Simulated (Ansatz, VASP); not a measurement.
# Nb in VASP and in Ansatz

File INCAR:

```
SYSTEM = Nb
  PREC = Accurate
  ENCUT = 520
  EDIFF = 1E-6
  ISMEAR = 0
  SIGMA = 0.1
  LREAL = .False.
  LASPH = .True.
  NELM = 100
  ALGO = Normal
  ISIF = 2
  LWAVE = .False.
  LCHARG = .False.
  GGA = PE
  NBANDS = 12
```

File KPOINTS:

```
regular mesh
0
Gamma
  18 18 18
  0 0 0
```

The input POSCAR:

```
Nb
1.0
   -1.6217616198      1.6217616198      1.6217616198
    1.6217616198     -1.6217616198      1.6217616198
    1.6217616198      1.6217616198     -1.6217616198
Nb
1
Direct
    0.0000000000      0.0000000000      0.0000000000
```

Input for Ansatz:

```yaml
crystal:
  lattice:
    - [-1.6217616197, 1.6217616197, 1.6217616197]
    - [1.6217616197, -1.6217616197, 1.6217616197]
    - [1.6217616197, 1.6217616197, -1.6217616197]
  atoms:
    - { symbol: Nb, position: [0.0, 0.0, 0.0] }
basis:
  ecutwfc: 420
kpoints:
  mp_grid: { grid: [18, 18, 18] }
hamiltonian:
  xc: pbe
scf:
  occupations: { method: gaussian, width: 0.1 }
output:
  forces: true
  stress: true
  eigenvalues: true
```

Alike in both runs: task single point; functional PBE; k mesh 18 × 18 × 18; occupations gaussian, width 0.1 eV; no spin polarisation.

|  | VASP | Ansatz |
| --- | --- | --- |
| version | VASP 6.6.1 | Ansatz 0.2.0 |
| potentials or method | VASP PAW PBE potentials, release 64 (Nb_sv), cutoff 520 eV | scalar-relativistic, plane waves, PAW |
| valence electrons in the cell | 13 | 13 |

Ansatz gave:

| Quantity | Value |
| --- | --- |
| gap on the k mesh at the Fermi level (eV) | none |
| pressure (GPa) | 11.6 |

Question: Estimate VASP's values.

Answer: gap on the k mesh at the Fermi level (eV): none; pressure (GPa): 11.3.

A gap of «none» marks a metal or a gap that the smearing closes.
